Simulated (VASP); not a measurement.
# GaO (P-6m2) in VASP: further runs

GaO is run at these levels: PBE; tasks: single point, relaxation of cell and atoms.

All numbers are computed with VASP 6.6.1; they aren't measurements. Logs are shortened: lines on timing, memory, paths and dates and some standing lists are left out, and cuts for length are marked.

**1. The cell of the first run**

It takes space group P-6m2 (No. 187, hexagonal). The conventional cell has a = 3.047 Å, b = 3.047 Å, c = 2.945 Å, α = 90.00°, β = 90.00°, γ = 120.00°. Ga (site symmetry -6m2) has 6 O at 2.29 Å and 8 Ga at 2.94 to 3.05 Å within 3.1 Å. Within 3.1 Å of O (site symmetry -6m2) lie 6 Ga at 2.29 Å and 8 O at 2.94 to 3.05 Å.

The cell was generated, and may not be a known phase.

**2. Single point, PBE**

The input, INCAR:

```
SYSTEM = GaO
ALGO     = Normal         ! electronic algorithm
EDIFF    = 1E-6           ! SCF threshold, eV
ENCUT    = 520            ! plane-wave cutoff, eV
GGA      = PE             ! functional
ISIF     = 2              ! what is computed and relaxed
ISMEAR   = 0              ! smearing method
LASPH    = .TRUE.         ! aspherical terms in the spheres
LCHARG   = .FALSE.        ! write CHGCAR
LREAL    = .FALSE.        ! projectors in reciprocal space
LWAVE    = .FALSE.        ! write WAVECAR
NBANDS   = 16             ! bands
NELM     = 100            ! most SCF steps
PREC     = Accurate       ! precision mode
SIGMA    = 0.1            ! smearing width, eV
```

The input, KPOINTS:

```
k-points
0
G
  24 24 18
  0 0 0
```

The input, POSCAR:

```
GaO
1.0
    3.0469141184      0.0000000000      0.0000000000
   -1.5234570592      2.6387050297      0.0000000000
    0.0000000000      0.0000000000      2.9449845327
Ga O
1 1
Direct
    0.0000000000      0.0000000000      0.0000000000
    0.6666666667      0.3333333333      0.5000000000
```

Potentials or basis: VASP PAW PBE potentials, release 64 (Ga_d, O).

Launch:

```bash
cat potpaw_PBE.64/Ga_d/POTCAR potpaw_PBE.64/O/POTCAR > POTCAR
mpirun -np 1 vasp_std > vasp.out
```

OUTCAR:

```text
SYSTEM = GaO
   EDIFF = 1E-6
   ENCUT = 520
   GGA = PE
   ISIF = 2
   ISMEAR = 0
   LASPH = .TRUE.
   LREAL = .FALSE.
   NELM = 100
   PREC = Accurate

 ion  position               nearest neighbor table
   1  0.000  0.000  0.000-   2 2.29   2 2.29   2 2.29   2 2.29   2 2.29   2 2.29
   2  0.667  0.333  0.500-   1 2.29   1 2.29   1 2.29   1 2.29   1 2.29   1 2.29

  LATTYP: Found a hexagonal cell.
 ALAT       =     3.0469141184
 C/A-ratio  =     0.9665466168

  Lattice vectors:

 A1 = (   3.0469141184,   0.0000000000,   0.0000000000)
 A2 = (  -1.5234570592,   2.6387050297,   0.0000000000)
 A3 = (   0.0000000000,   0.0000000000,   2.9449845327)

Analysis of symmetry for initial positions (statically):
=====================================================================
 Subroutine PRICEL returns:
 Original cell was already a primitive cell.

 Routine SETGRP: Setting up the symmetry group for a
 hexagonal supercell.

 Subroutine GETGRP returns: Found 12 space group operations
 (whereof 12 operations were pure point group operations)
 out of a pool of 24 trial point group operations.

The static configuration has the point symmetry D_3h.

Analysis of symmetry for dynamics (positions and initial velocities):
=====================================================================
 Subroutine PRICEL returns:
 Original cell was already a primitive cell.

 Routine SETGRP: Setting up the symmetry group for a
 hexagonal supercell.

 Subroutine GETGRP returns: Found 12 space group operations
 (whereof 12 operations were pure point group operations)
 out of a pool of 24 trial point group operations.

The dynamic configuration has the point symmetry D_3h.

 Subroutine INISYM returns: Found 12 space group operations
 (whereof 12 operations are pure point group operations),
 and found     1 'primitive' translations

----------------------------------------------------------------------------------------

                                     Primitive cell

  volume of cell :      23.6774

  direct lattice vectors                    reciprocal lattice vectors
     3.046914118  0.000000000  0.000000000     0.328200914  0.189486886  0.000000000
    -1.523457059  2.638705030  0.000000000     0.000000000  0.378973773  0.000000000
     0.000000000  0.000000000  2.944984533     0.000000000  0.000000000  0.339560357

  length of vectors
     3.046914118  3.046914118  2.944984533     0.378973773  0.378973773  0.339560357

  position of ions in fractional coordinates (direct lattice)
     0.000000000  0.000000000  0.000000000
     0.666666667  0.333333333  0.500000000

  ion indices of the primitive-cell ions
   primitive index   ion index
                 1           1
                 2           2

----------------------------------------------------------------------------------------

 KPOINTS: k-points

Automatic generation of k-mesh.
 Grid dimensions read from file:
 generate k-points for:   24   24   18

 Generating k-lattice:

  Cartesian coordinates                     Fractional coordinates (reciprocal lattice)
     0.013675038  0.007895287  0.000000000     0.041666667 -0.000000000  0.000000000
     0.000000000  0.015790574  0.000000000     0.000000000  0.041666667  0.000000000
     0.000000000  0.000000000  0.018864464     0.000000000  0.000000000  0.055555556

  Length of vectors
     0.015790574  0.015790574  0.018864464

  Shift w.r.t. Gamma in fractional coordinates (k-lattice)
     0.000000000  0.000000000  0.000000000

 Subroutine IBZKPT returns following result:
 ===========================================

 Found    610 irreducible k-points:

 Following reciprocal coordinates:
            Coordinates               Weight
  0.000000  0.000000  0.000000      1.000000
  0.041667 -0.000000  0.000000      6.000000
  0.083333 -0.000000  0.000000      6.000000
  0.125000 -0.000000  0.000000      6.000000
  0.166667 -0.000000  0.000000      6.000000
  0.208333 -0.000000  0.000000      6.000000
[... 16 lines left out ...]
  0.416667  0.041667  0.000000     12.000000
  0.458333  0.041667  0.000000     12.000000
 [... further k-points ...]
   k-points           NKPTS =    610   k-points in BZ     NKDIM =    610   number of bands    NBANDS=     16
   number of dos      NEDOS =    301   number of ions     NIONS =      2
   total plane-waves  NPLWV =  13824
   dimension x,y,z NGX =    24 NGY =   24 NGZ =   24
   dimension x,y,z NGXF=    48 NGYF=   48 NGZF=   48
   ions per type =               1   1
   NGX,Y,Z   is equivalent  to a cutoff of  13.09, 13.09, 13.55 a.u.
   NGXF,Y,Z  is equivalent  to a cutoff of  26.19, 26.19, 27.10 a.u.
 SYSTEM =  GaO
   PREC   = accura    normal or accurate (medium, high low for compatibility)
   ISTART =      0    job   : 0-new  1-cont  2-samecut
   ICHARG =      2    charge: 1-file 2-atom 10-const
   ISPIN  =      1    spin polarized calculation?
   LNONCOLLINEAR =      F non collinear calculations
   LSORBIT =      F    spin-orbit coupling
   LASPH  =      T    aspherical Exc in radial PAW
   ENCUT  =  520.0 eV  38.22 Ry    6.18 a.u.   5.67  5.67  5.48*2*pi/ulx,y,z
   NELM   =    100;   NELMIN=  2; NELMDL= -5     # of ELM steps
   EDIFF  = 0.1E-05   stopping-criterion for ELM
   LREAL  =      F    real-space projection
   EDIFFG = 0.1E-04   stopping-criterion for IOM
   NSW    =      0    number of steps for IOM
   IBRION =     -1    ionic relax: 0-MD 1-quasi-New 2-CG
   NFREE  =      0    steps in history (QN), initial steepest desc. (CG)
   ISIF   =      2    stress and relaxation
   ISYM   =      2    0-nonsym 1-usesym 2-fastsym
   POTIM  = 0.5000    time-step for ionic-motion
   TEBEG  =    0.0;   TEEND  =   0.0 temperature during run
   PSTRESS=    0.0 pullay stress
   NELECT =      19.0000    total number of electrons
   NUPDOWN=      -1.0000    fix difference up-down
   EMIN   =  10.00;   EMAX   =-10.00  energy-range for DOS
   EFERMI =   0.00;   METHOD = LEGACY
   ISMEAR =     0;   SIGMA  =   0.10  broadening in eV -4-tet -1-fermi 0-gaus
   EFERMI_NEDOS =   21; number of points for ismear=-14 and -15
   IALGO  =     38    algorithm
   IMIX   =      4    mixing-type and parameters
     AMIX     =   0.40;   BMIX     =  1.00
     AMIX_MAG =   1.60;   BMIX_MAG =  1.00
  volume/ion in A,a.u.               =      11.84        79.89
  Fermi-wavevector in a.u.,A,eV,Ry     =   1.521299  2.874839 31.488666  2.314352
  Thomas-Fermi vector in A             =   2.630033
   LORBIT       =      0    0 simple, 1 ext, 2 COOP (PROOUT), +10 PAW based schemes
   GGA     = PE    functional components
   LHFCALC =     F    Hartree Fock is set to
   AEXX    =    0.0000 exact exchange contribution
   IVDW    =     0    specifies the selected vdW correction
   LEPSILON=     F    determine dielectric tensor
   LRPA    =     F    only Hartree local field effects (RPA)
 non-spin polarized calculation
 Gauss-broadening in eV      SIGMA  =   0.10
  energy-cutoff  :      520.00
  volume of cell :       23.68
 maximum number of plane-waves:       658
 NGX is ok and might be reduce to    24
   NGX = 11   NGY = 11   NGZ = 11

 number of electron      18.9999989 magnetization

 Free energy of the ion-electron system (eV)
  ---------------------------------------------------
  ext. energy  EPLUGINS =         0.00000000
  ---------------------------------------------------
  free energy    TOTEN  =        -9.28132508 eV

  energy without entropy =       -9.27746794  energy(sigma->0) =       -9.27939651

 E-fermi :   6.4971     XC(G=0): -11.7323

 val. band max:        6.4940670103   @ k =   0.4583   0.0833   0.2778
 cond. band min:       6.4976010549   @ k =   0.3333  -0.0000   0.1667
 fundamental gap:      0.0035340446
 Fermi energy:         6.4971382775

 k-point     1 :       0.0000    0.0000    0.0000
  band No.  band energies     occupation
      1     -13.7266      2.00000
      2      -8.9619      2.00000
      3      -8.8550      2.00000
      4      -8.8550      2.00000
      5      -8.6614      2.00000
      6      -8.6614      2.00000
[... 8 lines left out ...]
     15      20.5138      0.00000
     16      24.3362      0.00000

 k-point     2 :       0.0417   -0.0000    0.0000
  band No.  band energies     occupation
      1     -13.7123      2.00000
      2      -8.9604      2.00000
      3      -8.8547      2.00000
      4      -8.8517      2.00000
      5      -8.6638      2.00000
      6      -8.6618      2.00000
[... 8 lines left out ...]
     15      20.7079      0.00000
     16      24.3637      0.00000

 k-point     3 :       0.0833   -0.0000    0.0000
  band No.  band energies     occupation
      1     -13.6699      2.00000
      2      -8.9563      2.00000
      3      -8.8531      2.00000
      4      -8.8419      2.00000
      5      -8.6707      2.00000
      6      -8.6629      2.00000
[... 8 lines left out ...]
     15      21.1108      0.00000
     16      24.5144      0.00000

 k-point     4 :       0.1250   -0.0000    0.0000
  band No.  band energies     occupation
      1     -13.6015      2.00000
      2      -8.9509      2.00000
      3      -8.8489      2.00000
      4      -8.8262      2.00000
      5      -8.6816      2.00000
      6      -8.6646      2.00000
[... 8 lines left out ...]
     15      21.3975      0.00000
     16      24.7319      0.00000

 k-point     5 :       0.1667   -0.0000    0.0000
  band No.  band energies     occupation
      1     -13.5106      2.00000
      2      -8.9457      2.00000
      3      -8.8407      2.00000
      4      -8.8057      2.00000
      5      -8.6957      2.00000
      6      -8.6668      2.00000
[... 8 lines left out ...]
     15      21.4684      0.00000
     16      25.0671      0.00000

 k-point     6 :       0.2083   -0.0000    0.0000
  band No.  band energies     occupation
      1     -13.4022      2.00000
      2      -8.9418      2.00000
      3      -8.8275      2.00000
      4      -8.7816      2.00000
      5      -8.7120      2.00000
      6      -8.6694      2.00000
[... 8 lines left out ...]
     15      21.4737      0.00000
     16      25.5232      0.00000
[... 267 lines left out ...]
 k-point    21 :       0.3333    0.0417    0.0000
  band No.  band energies     occupation
      1     -12.9812      2.00000
      2      -8.9292      2.00000
      3      -8.7688      2.00000
      4      -8.7614      2.00000
      5      -8.6879      2.00000
      6      -8.6798      2.00000
[... 8 lines left out ...]
     15      22.4819      0.00000
     16      25.5276      0.00000

 k-point    22 :       0.3750    0.0417    0.0000
  band No.  band energies     occupation
      1     -12.8879      2.00000
      2      -8.9252      2.00000
      3      -8.7805      2.00000
      4      -8.7432      2.00000
      5      -8.6819      2.00000
      6      -8.6686      2.00000
[... 8 lines left out ...]
     15      22.9858      0.00000
     16      25.0766      0.00000

 k-point    23 :       0.4167    0.0417    0.0000
  band No.  band energies     occupation
      1     -12.8208      2.00000
      2      -8.9217      2.00000
      3      -8.7886      2.00000
      4      -8.7294      2.00000
      5      -8.6833      2.00000
      6      -8.6548      2.00000
[... 8 lines left out ...]
     15      23.4495      0.00000
     16      24.7715      0.00000

 k-point    24 :       0.4583    0.0417    0.0000
  band No.  band energies     occupation
      1     -12.7856      2.00000
      2      -8.9197      2.00000
      3      -8.7928      2.00000
      4      -8.7221      2.00000
      5      -8.6841      2.00000
      6      -8.6477      2.00000
[... 8 lines left out ...]
     15      23.7414      0.00000
     16      24.6176      0.00000

 [... further k-points ...]

------------------------ aborting loop because EDIFF is reached ----------------------------------------

  FORCE on cell =-STRESS in cart. coord.  units (eV):
  Direction    XX          YY          ZZ          XY          YZ          ZX
  --------------------------------------------------------------------------------------
  -------------------------------------------------------------------------------------
  Total        0.0505792      0.0505792      0.0733841      0.0000000     -0.0000000      0.0000000
  in kB        3.4225367      3.4225367      4.9656766      0.0000000     -0.0000000      0.0000000
  external PRESSURE =       3.9369167 kB  Pullay stress =       0.0000000 kB

 VOLUME and BASIS-vectors are now :
 -----------------------------------------------------------------------------
  energy-cutoff  :      520.00
  volume of cell :       23.68
      direct lattice vectors                 reciprocal lattice vectors
     3.046914118  0.000000000  0.000000000     0.328200914  0.189486886  0.000000000
    -1.523457059  2.638705030  0.000000000     0.000000000  0.378973773  0.000000000
     0.000000000  0.000000000  2.944984533     0.000000000  0.000000000  0.339560357

 POSITION                                       TOTAL-FORCE (eV/Angst)
 -----------------------------------------------------------------------------------
      0.00000      0.00000      0.00000         0.000000     -0.000000      0.000000
      1.52346      0.87957      1.47249        -0.000000      0.000000      0.000000
 -----------------------------------------------------------------------------------
    total drift:                               -0.000001      0.000000      0.000000

  FREE ENERGIE OF THE ION-ELECTRON SYSTEM (eV)
  ---------------------------------------------------
  free  energy   TOTEN  =        -9.2813250794 eV

  energy  without entropy=       -9.2774679362  energy(sigma->0) =       -9.27939651
```

It took 2.7 min on 1 thread of Intel Xeon 8259CL, shared host; peak memory 0.33 GiB.

Results:

| Quantity | Value |
| --- | --- |
| Free energy | -9.2813 eV |
| Pressure | 0.4 GPa |
| Band gap on the k mesh | zero (an odd number of electrons rules out a gap without spin polarisation) |

Stress tensor (GPa, compression positive):
```
0.34 0.00 0.00
0.00 0.34 0.00
0.00 0.00 0.50
```

Levels at points of the mesh, in eV from the Fermi level:
```
           k point  band 7  band 8  band 9  band 10  band 11  band 12  band 13  band 14
(0.00, 0.00, 0.00)   -5.16   -4.35   -3.41    -3.41     9.11     9.11     9.51    10.89
(0.50, 0.00, 0.00)   -8.65   -4.42   -3.41    -0.29     2.71     9.24     9.35     9.70
(0.00, 0.00, 0.50)   -9.85   -3.04   -3.04     1.68     1.98    11.01    11.01    15.83
(0.50, 0.00, 0.50)   -6.96   -6.45   -3.44    -2.26     4.50     5.48     6.97    10.50
```

Caveat: an odd number of electrons without spin polarisation forces a metal; a magnetic or distorted state may lie lower.

**3. Relaxation of cell and atoms, PBE**

The input, INCAR:

```
PREC     = Accurate       # precision mode
ENCUT    = 600            # plane-wave cutoff, eV
EDIFF    = 1E-6           # SCF threshold, eV
ISMEAR   = 0              # smearing method
SIGMA    = 0.1            # smearing width, eV
LREAL    = False          # projectors in reciprocal space
LASPH    = True           # aspherical terms in the spheres
NELM     = 80             # most SCF steps
ALGO     = Normal         # electronic algorithm
ISIF     = 3              # what is computed and relaxed
LWAVE    = False          # write WAVECAR
LCHARG   = False          # write CHGCAR
GGA      = PE             # functional
IBRION   = 2              # ionic algorithm
NSW      = 100            # ionic steps
EDIFFG   = -0.01          # ionic threshold
```

The input, KPOINTS:

```
Automatic mesh
0
Gamma
  24 24 18
```

The input, POSCAR:

```
GaO
1.0
    3.0421853998      0.0000000000      0.0000000000
   -1.5210926999      2.6346098393      0.0000000000
    0.0000000000      0.0000000000      2.9586779571
Ga O
1 1
Direct
    0.0000000000      0.0000000000      0.0000000000
    0.6666666667      0.3333333333      0.5000000000
```

Potentials or basis: VASP PAW PBE potentials, release 64 (Ga_d, O).

Launch:

```bash
cat potpaw_PBE.64/Ga_d/POTCAR potpaw_PBE.64/O/POTCAR > POTCAR
mpirun -np 1 vasp_std > vasp.out
```

Run time: 9.1 min. Hardware: 1 thread of Intel Xeon 8259CL, shared host; peak memory 0.36 GiB.

It converged, with:

| Item | Value |
| --- | --- |
| Free energy | -9.2830 eV |
| Relaxed volume | 11.85 Å³/atom |
| Relaxed cell | a = 3.047 Å, b = 3.047 Å, c = 2.948 Å, α = 90.00°, β = 90.00°, γ = 120.00° |
| Space group after relaxing (to 0.1 Å) | P-6m2 (No. 187) |
| Energy gained by relaxing | 0.2 meV/atom |
| Ionic steps | 8 |
| Pressure after relaxing | 0.0 GPa |
| Band gap on the k mesh | zero (an odd number of electrons rules out a gap without spin polarisation) |

Stress tensor (GPa, compression positive):
```
 0.07  0.00  0.00
 0.00  0.07  0.00
 0.00  0.00 -0.06
```

The path:
```csv
step,energy change (eV),largest force (eV/Å),pressure (GPa),volume (Å³)
1,0.0000,0.0000,-0.10,23.71
2,-0.0003,0.0000,0.13,23.69
3,-0.0004,0.0000,0.18,23.69
4,-0.0004,0.0000,0.13,23.69
5,-0.0004,0.0000,0.18,23.68
6,-0.0004,0.0000,0.15,23.68
7,-0.0004,0.0000,-0.08,23.72
8,-0.0004,0.0000,0.02,23.71
```

Final structure:
```
Ga O
1.0
     3.04728    0.00000    0.00000
    -1.52364    2.63902    0.00000
     0.00000    0.00000    2.94818
Ga O
1 1
Direct
  0.00000 0.00000 0.00000
  0.66667 0.33333 0.50000
```

Levels at points of the mesh, in eV from the Fermi level:
```
           k point  band 7  band 8  band 9  band 10  band 11  band 12  band 13
(0.00, 0.00, 0.00)   -5.16   -4.35   -3.40    -3.40     9.13     9.13     9.51
(0.50, 0.00, 0.00)   -8.63   -4.40   -3.40    -0.28     2.71     9.24     9.35
(0.00, 0.00, 0.50)   -9.84   -3.03   -3.03     1.67     1.99    11.01    11.01
(0.50, 0.00, 0.50)   -6.94   -6.43   -3.43    -2.26     4.50     5.49     6.97
```

Caveat: an odd number of electrons without spin polarisation forces a metal; a magnetic or distorted state may lie lower.
